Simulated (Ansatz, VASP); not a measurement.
# Two plane-wave programs on ZrS2

Contents of POSCAR:

```
ZrS2
1.0
    3.6376550941      0.0000000000      0.0000000000
   -1.8188275470      3.1503017217      0.0000000000
    0.0000000000      0.0000000000      5.7982877114
Zr S
1 2
Direct
    0.0000000000      0.0000000000      0.0000000000
    0.3333333333      0.6666666667      0.2512170081
    0.6666666667      0.3333333333      0.7487829919
```

INCAR.step1

```
ALGO = Normal ; EDIFF = 1E-5
ENCUT = 400 ; GGA = PE
GGA_COMPAT = F ; ISIF = 2
ISMEAR = 0 ; LASPH = T
LREAL = F ; LWAVE = T
NBANDS = 19 ; NELM = 120
PREC = Accurate ; SIGMA = 0.01
```

File INCAR.step2:

```
ALGO = Normal ; EDIFF = 1E-6
ENCUT = 400 ; GGA = PE
GGA_COMPAT = F ; HFSCREEN = 0.2079
ISIF = 2 ; ISMEAR = 0
ISTART = 1 ; LASPH = T
LCHARG = T ; LELF = T
LHFCALC = T ; LREAL = F
LVHAR = T ; LWAVE = F
NBANDS = 19 ; NELM = 120
PREC = Accurate ; PRECFOCK = Normal
SIGMA = 0.01
```

Contents of KPOINTS:

```
k-points
0
Gamma
  6 6 4
```

Input for Ansatz:

```yaml
crystal:
  lattice:
    - [3.6376550941, 0.0, 0.0]
    - [-1.818827547, 3.1503017217, 0.0]
    - [0.0, 0.0, 5.7982877114]
  atoms:
    - { symbol: Zr, position: [0.0, 0.0, 0.0] }
    - { symbol: S, position: [0.3333333333, 0.6666666667, 0.2512170081] }
    - { symbol: S, position: [0.6666666667, 0.3333333333, 0.7487829919] }
kpoints:
  mp_grid: { grid: [6, 6, 4] }
  band_path:
    path:
      - [0.0, 0.0, 0.0]
      - [0.5, 0.0, 0.0]
      - [0.3333333333, 0.3333333333, 0.0]
      - [0.0, 0.0, 0.5]
      - [0.5, 0.0, 0.5]
      - [0.3333333333, 0.3333333333, 0.5]
      - [-0.067708, 0.03125, 0.0]
      - [0.0, 0.5, 0.5]
    npoints: 1
hamiltonian:
  xc: hse06
scf:
  occupations: { method: fixed }
  n_extra_bands: 4
output:
  forces: true
  stress: true
  eigenvalues: true
```

Change from the starting cell: hydrostatic strain -1.0%.

Alike in both runs: task single point; functional HSE06; k mesh 6 × 6 × 4; no spin polarisation.

|  | VASP | Ansatz |
| --- | --- | --- |
| version | VASP 6.6.1 | Ansatz 0.2.0 |
| potentials or method | VASP PAW PBE potentials, release 64 (Zr_sv, S) | plane waves, PAW |
| plane-wave cutoff (eV) | 400 | 420 |
| occupations | gaussian, width 0.01 eV | fixed |
| valence electrons in the cell | 24 | 24 |

Ansatz gave:

```
gap on the k mesh at the Fermi level (eV)                     : 1.53
pressure (GPa)                                                : 1.5
traceless stress, the component that is largest in VASP (GPa) : -0.46
rms of the force components (eV/Å)                            : 0.091
```

Question: What did VASP give for the same quantities?

Answer: gap on the k mesh at the Fermi level (eV): 1.53; pressure (GPa): 1.4; traceless stress, the component that is largest in VASP (GPa): -0.41; rms of the force components (eV/Å): 0.089.

Atom by atom the forces differ by 0.002 eV/Å (rms over components). Ansatz's warnings: stress exchange threshold loose, stress scf threshold loose.
